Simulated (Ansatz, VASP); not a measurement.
**Ir in VASP and in Ansatz**

The input INCAR:

```
SYSTEM = Ir
PREC = Accurate
ENCUT = 560
EDIFF = 1E-6
ISMEAR = 0
SIGMA = 0.15
LREAL = .FALSE.
LASPH = .TRUE.
NELM = 120
ALGO = Normal
ISIF = 2
LWAVE = .FALSE.
LCHARG = .FALSE.
NBANDS = 14
GGA_COMPAT = .FALSE.
```

File KPOINTS:

```
regular mesh
0
G
  22 22 22
  0 0 0
```

Contents of POSCAR:

```
Ir
1.0
    0.0000000000      2.0060611171      1.7189937713
    2.0060611171      0.0000000000      1.7189937713
    2.0060611171      2.0060611171      0.0000000000
Ir
1
Direct
    0.0000000000      0.0000000000      0.0000000000
```

Input for Ansatz:

```yaml
crystal:
  lattice:
    - [0.0, 2.0060611171, 1.7189937713]
    - [2.0060611171, 0.0, 1.7189937713]
    - [2.0060611171, 2.0060611171, 0.0]
  atoms:
    - { symbol: Ir, position: [0.0, 0.0, 0.0] }
basis:
  ecutwfc: 420
kpoints:
  mp_grid: { grid: [22, 22, 22] }
hamiltonian:
  xc: lda
  pseudopotentials: { kind: paw, azcp: { folder: soft_1 } }
scf:
  occupations: { method: gaussian, width: 0.15 }
output:
  forces: true
  stress: true
  eigenvalues: true
```

Alike in both runs: task single point; functional LDA; k mesh 22 × 22 × 22; occupations gaussian, width 0.15 eV; no spin polarisation.

|  | VASP | Ansatz |
| --- | --- | --- |
| version | VASP 6.6.1 | Ansatz 0.2.0 |
| potentials or method | VASP PAW LDA potentials, release 64 (Ir_sv_GW), cutoff 560 eV | scalar-relativistic, plane waves, PAW |
| valence electrons in the cell | 17 | 17 |

VASP gave:

```
gap on the k mesh at the Fermi level (eV)                     : none
pressure (GPa)                                                : 4.5
traceless stress, the component that is largest in VASP (GPa) : 32.33
```

Question: What did Ansatz give for the same quantities?

Answer: gap on the k mesh at the Fermi level (eV): none; pressure (GPa): 4.9; traceless stress, the component that is largest in VASP (GPa): 32.52.

Ansatz warns that its potentials were made for another functional, while VASP's fit it. LDA's correlation is that of Perdew and Zunger in VASP and of Perdew and Wang (1992) in Ansatz. A gap of «none» marks a metal or a gap that the smearing closes.

Neither program's run includes spin-orbit coupling.
